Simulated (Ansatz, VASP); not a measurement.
# InSe: VASP beside Ansatz

```
CELL_PARAMETERS angstrom
5.86790 -2.05500 0.00000
5.86790 2.05500 0.00000
-1.59941 0.00000 4.32365
ATOMIC_POSITIONS crystal
In 0.88400 0.88400 0.00500
In 0.11600 0.11600 0.99500
Se 0.66000 0.66000 0.64200
Se 0.34000 0.34000 0.35800
```

Alike in both runs: task single point; functional PBEsol; k mesh 6 × 6 × 6; no spin polarisation.

|  | VASP | Ansatz |
| --- | --- | --- |
| version | VASP 6.6.1 | Ansatz 0.2.0 |
| potentials or method | VASP PAW PBE potentials, release 64 (In_d, Se), cutoff 500 eV | plane waves, PAW |
| occupations | gaussian, width 0.01 eV | fixed |
| valence electrons in the cell | 38 | 58 |

```csv
,VASP,Ansatz,Ansatz less VASP
pressure (GPa),-0.1,-0.2,-0.09
"traceless stress, the component that is largest in VASP (GPa)",2.20,2.18,-0.021
rms of the force components (eV/Å),0.362,0.362,+0.0001
```

VASP's potentials were made for PBE, not for PBEsol. Atom by atom the forces differ by 0.010 eV/Å (rms over components). VASP's potentials hold 38 valence electrons a cell and Ansatz's 58, so a difference there can come from the potentials and not from the codes.
